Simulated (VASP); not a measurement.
# KSrCl3 (Pm-3m) in VASP: notebook

The runs below take KSrCl3 through single point, with PBE.

Program: VASP 6.6.1. These are calculated values, not measurements. Logs are shortened: lines on timing, memory, paths and dates and some standing lists are left out, and cuts for length are marked.

### 1 The cell of the first run

The structure is cubic, space group Pm-3m (No. 221). Conventional cell: a = 5.559 Å, b = 5.559 Å, c = 5.559 Å, α = 90.00°, β = 90.00°, γ = 90.00°. Within 5.2 Å of K (site symmetry m-3m) lie 12 Cl at 3.93 Å and 8 Sr at 4.81 Å. Within 3.7 Å of Sr (site symmetry m-3m) lie 6 Cl at 2.78 Å. Cl (site symmetry 4/mmm) has 2 Sr at 2.78 Å within 3.7 Å.

### 2 Single point, PBE (volume changed by -6%)

Input file INCAR:

```
PREC     = Accurate       # precision mode
ENCUT    = 520            # plane-wave cutoff, eV
EDIFF    = 1E-6           # SCF threshold, eV
ISMEAR   = 0              # smearing method
SIGMA    = 0.01           # smearing width, eV
LREAL    = F              # projectors in reciprocal space
LASPH    = T              # aspherical terms in the spheres
NELM     = 100            # most SCF steps
ALGO     = Normal         # electronic algorithm
ISIF     = 2              # what is computed and relaxed
LWAVE    = F              # write WAVECAR
LCHARG   = F              # write CHGCAR
GGA      = PE             # functional
NBANDS   = 28             # bands
```

Input file KPOINTS:

```
Automatic mesh
0
Gamma
  4 4 4
```

Input file POSCAR:

```
KSrCl3
1.0
    5.5588561431      0.0000000000      0.0000000000
    0.0000000000      5.5588561431      0.0000000000
    0.0000000000      0.0000000000      5.5588561431
K Sr Cl
1 1 3
Direct
    0.0000000000      0.0000000000      0.0000000000
    0.5000000000      0.5000000000      0.5000000000
    0.5000000000      0.5000000000      0.0000000000
    0.5000000000      0.0000000000      0.5000000000
    0.0000000000      0.5000000000      0.5000000000
```

Potentials or basis: VASP PAW PBE potentials, release 64 (K_sv, Sr_sv, Cl).

Run with:

```bash
$ cat potpaw_PBE.64/K_sv/POTCAR potpaw_PBE.64/Sr_sv/POTCAR potpaw_PBE.64/Cl/POTCAR > POTCAR
$ mpirun -np 1 vasp_std > vasp.out
```

OUTCAR:

```text
PREC = Accurate
   ENCUT = 520
   EDIFF = 1E-6
   ISMEAR = 0
   LREAL = F
   LASPH = T
   NELM = 100
   ISIF = 2
   GGA = PE

 ion  position               nearest neighbor table
   1  0.000  0.000  0.000-
   2  0.500  0.500  0.500-   3 2.78   4 2.78   5 2.78   3 2.78   4 2.78   5 2.78
   3  0.500  0.500  0.000-   2 2.78   2 2.78
   4  0.500  0.000  0.500-   2 2.78   2 2.78
   5  0.000  0.500  0.500-   2 2.78   2 2.78

  LATTYP: Found a simple cubic cell.
 ALAT       =     5.5588561431

  Lattice vectors:

 A1 = (   5.5588561431,   0.0000000000,   0.0000000000)
 A2 = (   0.0000000000,   5.5588561431,   0.0000000000)
 A3 = (   0.0000000000,   0.0000000000,   5.5588561431)

Analysis of symmetry for initial positions (statically):
=====================================================================
 Subroutine PRICEL returns:
 Original cell was already a primitive cell.

 Routine SETGRP: Setting up the symmetry group for a
 simple cubic supercell.

 Subroutine GETGRP returns: Found 48 space group operations
[... 9 lines left out ...]

 Routine SETGRP: Setting up the symmetry group for a
 simple cubic supercell.

 Subroutine GETGRP returns: Found 48 space group operations
[... 11 lines left out ...]
                                     Primitive cell

  volume of cell :     171.7736

  direct lattice vectors                    reciprocal lattice vectors
     5.558856143  0.000000000  0.000000000     0.179893124  0.000000000  0.000000000
     0.000000000  5.558856143  0.000000000     0.000000000  0.179893124  0.000000000
     0.000000000  0.000000000  5.558856143     0.000000000  0.000000000  0.179893124

  length of vectors
     5.558856143  5.558856143  5.558856143     0.179893124  0.179893124  0.179893124

  position of ions in fractional coordinates (direct lattice)
     0.000000000  0.000000000  0.000000000
     0.500000000  0.500000000  0.500000000
     0.500000000  0.500000000  0.000000000
     0.500000000  0.000000000  0.500000000
     0.000000000  0.500000000  0.500000000

  ion indices of the primitive-cell ions
   primitive index   ion index
                 1           1
                 2           2
                 3           3
                 4           4
                 5           5

----------------------------------------------------------------------------------------

 KPOINTS: Automatic mesh

Automatic generation of k-mesh.
 Grid dimensions read from file:
 generate k-points for:    4    4    4

 Generating k-lattice:

  Cartesian coordinates                     Fractional coordinates (reciprocal lattice)
     0.044973281  0.000000000  0.000000000     0.250000000  0.000000000  0.000000000
     0.000000000  0.044973281  0.000000000     0.000000000  0.250000000  0.000000000
     0.000000000  0.000000000  0.044973281     0.000000000  0.000000000  0.250000000

  Length of vectors
     0.044973281  0.044973281  0.044973281

  Shift w.r.t. Gamma in fractional coordinates (k-lattice)
     0.000000000  0.000000000  0.000000000

 Subroutine IBZKPT returns following result:
 ===========================================

 Found     10 irreducible k-points:

 Following reciprocal coordinates:
            Coordinates               Weight
  0.000000  0.000000  0.000000      1.000000
  0.250000  0.000000  0.000000      6.000000
  0.500000  0.000000  0.000000      3.000000
  0.250000  0.250000  0.000000     12.000000
  0.500000  0.250000  0.000000     12.000000
  0.500000  0.500000  0.000000      3.000000
  0.250000  0.250000  0.250000      8.000000
  0.500000  0.250000  0.250000     12.000000
  0.500000  0.500000  0.250000      6.000000
  0.500000  0.500000  0.500000      1.000000
   k-points           NKPTS =     10   k-points in BZ     NKDIM =     10   number of bands    NBANDS=     28
   number of dos      NEDOS =    301   number of ions     NIONS =      5
   total plane-waves  NPLWV =  74088
   dimension x,y,z NGX =    42 NGY =   42 NGZ =   42
   dimension x,y,z NGXF=    84 NGYF=   84 NGZF=   84
   ions per type =               1   1   3
   NGX,Y,Z   is equivalent  to a cutoff of  12.56, 12.56, 12.56 a.u.
   NGXF,Y,Z  is equivalent  to a cutoff of  25.12, 25.12, 25.12 a.u.
 SYSTEM =  unknown system
   PREC   = accura    normal or accurate (medium, high low for compatibility)
   ISTART =      0    job   : 0-new  1-cont  2-samecut
   ICHARG =      2    charge: 1-file 2-atom 10-const
   ISPIN  =      1    spin polarized calculation?
   LNONCOLLINEAR =      F non collinear calculations
   LSORBIT =      F    spin-orbit coupling
   LASPH  =      T    aspherical Exc in radial PAW
   ENCUT  =  520.0 eV  38.22 Ry    6.18 a.u.  10.34 10.34 10.34*2*pi/ulx,y,z
   NELM   =    100;   NELMIN=  2; NELMDL= -5     # of ELM steps
   EDIFF  = 0.1E-05   stopping-criterion for ELM
   LREAL  =      F    real-space projection
[... 7 lines left out ...]
   TEBEG  =    0.0;   TEEND  =   0.0 temperature during run
   PSTRESS=    0.0 pullay stress
   NELECT =      40.0000    total number of electrons
   NUPDOWN=      -1.0000    fix difference up-down
   EMIN   =  10.00;   EMAX   =-10.00  energy-range for DOS
   EFERMI =   0.00;   METHOD = LEGACY
   ISMEAR =     0;   SIGMA  =   0.01  broadening in eV -4-tet -1-fermi 0-gaus
   EFERMI_NEDOS =   21; number of points for ismear=-14 and -15
   IALGO  =     38    algorithm
   IMIX   =      4    mixing-type and parameters
     AMIX     =   0.40;   BMIX     =  1.00
     AMIX_MAG =   1.60;   BMIX_MAG =  1.00
  volume/ion in A,a.u.               =      34.35       231.84
  Fermi-wavevector in a.u.,A,eV,Ry     =   1.007185  1.903304 13.802053  1.014422
  Thomas-Fermi vector in A             =   2.139974
   LORBIT       =      0    0 simple, 1 ext, 2 COOP (PROOUT), +10 PAW based schemes
   GGA     = PE    functional components
   LHFCALC =     F    Hartree Fock is set to
   AEXX    =    0.0000 exact exchange contribution
   IVDW    =     0    specifies the selected vdW correction
   LEPSILON=     F    determine dielectric tensor
   LRPA    =     F    only Hartree local field effects (RPA)
 non-spin polarized calculation
 Gauss-broadening in eV      SIGMA  =   0.01
  energy-cutoff  :      520.00
  volume of cell :      171.77
 maximum number of plane-waves:      4680
 NGX is ok and might be reduce to    42
   NGX = 21   NGY = 21   NGZ = 21

 number of electron      39.9999985 magnetization

 Free energy of the ion-electron system (eV)
  ---------------------------------------------------
  ext. energy  EPLUGINS =         0.00000000
  ---------------------------------------------------
  free energy    TOTEN  =       -19.12207273 eV

  energy without entropy =      -19.12207273  energy(sigma->0) =      -19.12207273

 E-fermi :  -1.4482     XC(G=0):  -7.2957

 val. band max:       -1.5034210186   @ k =   0.5000   0.5000   0.5000
 cond. band min:       3.0620539152   @ k =   0.0000   0.0000   0.0000
 fundamental gap:      4.5654749338
 Fermi energy:        -1.4481877698

 k-point     1 :       0.0000    0.0000    0.0000
  band No.  band energies     occupation
      1     -33.4393      2.00000
      2     -30.1089      2.00000
      3     -15.6118      2.00000
      4     -15.6118      2.00000
      5     -15.6118      2.00000
      6     -14.1307      2.00000
[... 20 lines left out ...]
     27       6.7804      0.00000
     28       6.7804      0.00000

 k-point     2 :       0.2500    0.0000    0.0000
  band No.  band energies     occupation
      1     -33.4390      2.00000
      2     -30.1089      2.00000
      3     -15.8199      2.00000
      4     -15.6109      2.00000
      5     -15.6109      2.00000
      6     -14.0845      2.00000
[... 20 lines left out ...]
     27       6.7891      0.00000
     28       6.9883      0.00000

 k-point     3 :       0.5000    0.0000    0.0000
  band No.  band energies     occupation
      1     -33.4386      2.00000
      2     -30.1088      2.00000
      3     -15.9806      2.00000
      4     -15.6100      2.00000
      5     -15.6100      2.00000
      6     -14.0864      2.00000
[... 20 lines left out ...]
     27       6.7824      0.00000
     28       6.9444      0.00000

 k-point     4 :       0.2500    0.2500    0.0000
  band No.  band energies     occupation
      1     -33.4386      2.00000
      2     -30.1088      2.00000
      3     -15.8217      2.00000
      4     -15.8165      2.00000
      5     -15.6100      2.00000
      6     -14.0130      2.00000
[... 20 lines left out ...]
     27       6.8446      0.00000
     28       7.1608      0.00000

 k-point     5 :       0.5000    0.2500    0.0000
  band No.  band energies     occupation
      1     -33.4383      2.00000
      2     -30.1088      2.00000
      3     -15.9799      2.00000
      4     -15.8183      2.00000
      5     -15.6091      2.00000
      6     -14.0037      2.00000
[... 20 lines left out ...]
     27       6.8500      0.00000
     28       7.0646      0.00000

 k-point     6 :       0.5000    0.5000    0.0000
  band No.  band energies     occupation
      1     -33.4379      2.00000
      2     -30.1087      2.00000
      3     -15.9791      2.00000
      4     -15.9791      2.00000
      5     -15.6083      2.00000
      6     -13.9830      2.00000
[... 20 lines left out ...]
     27       7.0117      0.00000
     28       7.1567      0.00000

 k-point     7 :       0.2500    0.2500    0.2500
  band No.  band energies     occupation
      1     -33.4383      2.00000
      2     -30.1088      2.00000
      3     -15.8235      2.00000
      4     -15.8153      2.00000
      5     -15.8153      2.00000
      6     -13.7614      2.00000
[... 20 lines left out ...]
     27       6.9907      0.00000
     28       7.3910      0.00000

 k-point     8 :       0.5000    0.2500    0.2500
  band No.  band energies     occupation
      1     -33.4379      2.00000
      2     -30.1087      2.00000
      3     -15.9787      2.00000
      4     -15.8198      2.00000
      5     -15.8141      2.00000
      6     -13.7302      2.00000
[... 20 lines left out ...]
     27       6.9515      0.00000
     28       6.9843      0.00000

 k-point     9 :       0.5000    0.5000    0.2500
  band No.  band energies     occupation
      1     -33.4376      2.00000
      2     -30.1087      2.00000
      3     -15.9776      2.00000
      4     -15.9776      2.00000
      5     -15.8156      2.00000
      6     -13.6555      2.00000
[... 20 lines left out ...]
     27       7.1774      0.00000
     28       7.2760      0.00000

 k-point    10 :       0.5000    0.5000    0.5000
  band No.  band energies     occupation
      1     -33.4372      2.00000
      2     -30.1087      2.00000
      3     -15.9761      2.00000
      4     -15.9761      2.00000
      5     -15.9761      2.00000
      6     -13.5617      2.00000
[... 20 lines left out ...]
     27       7.1663      0.00000
     28       7.7908      0.00000

------------------------ aborting loop because EDIFF is reached ----------------------------------------

  FORCE on cell =-STRESS in cart. coord.  units (eV):
  Direction    XX          YY          ZZ          XY          YZ          ZX
  --------------------------------------------------------------------------------------
  -------------------------------------------------------------------------------------
  Total        1.6840011      1.6840011      1.6840011      0.0000000     -0.0000000      0.0000000
  in kB       15.7071232     15.7071232     15.7071232      0.0000000     -0.0000000      0.0000000
  external PRESSURE =      15.7071232 kB  Pullay stress =       0.0000000 kB

 VOLUME and BASIS-vectors are now :
 -----------------------------------------------------------------------------
  energy-cutoff  :      520.00
  volume of cell :      171.77
      direct lattice vectors                 reciprocal lattice vectors
     5.558856143  0.000000000  0.000000000     0.179893124  0.000000000  0.000000000
     0.000000000  5.558856143  0.000000000     0.000000000  0.179893124  0.000000000
     0.000000000  0.000000000  5.558856143     0.000000000  0.000000000  0.179893124

 POSITION                                       TOTAL-FORCE (eV/Angst)
 -----------------------------------------------------------------------------------
      0.00000      0.00000      0.00000         0.000000      0.000000      0.000000
      2.77943      2.77943      2.77943         0.000000      0.000000      0.000000
      2.77943      2.77943      0.00000         0.000000      0.000000      0.000000
      2.77943      0.00000      2.77943         0.000000      0.000000      0.000000
      0.00000      2.77943      2.77943         0.000000      0.000000      0.000000
 -----------------------------------------------------------------------------------
    total drift:                                0.000000     -0.000000     -0.000000

  FREE ENERGIE OF THE ION-ELECTRON SYSTEM (eV)
  ---------------------------------------------------
  free  energy   TOTEN  =       -19.1220727256 eV

  energy  without entropy=      -19.1220727256  energy(sigma->0) =      -19.12207273
```

Wall time 57 s (1 thread of Intel Xeon Platinum 8375C at 2.90GHz (Ice Lake), shared host); peak memory 0.27 GiB.

Results:

```yaml
Free_energy: -19.1221 eV
Pressure: 1.6 GPa
Band_gap_on_the_k_mesh: 4.57 eV, indirect (least direct gap 4.76 eV)
```

[end of part 1 of 2]
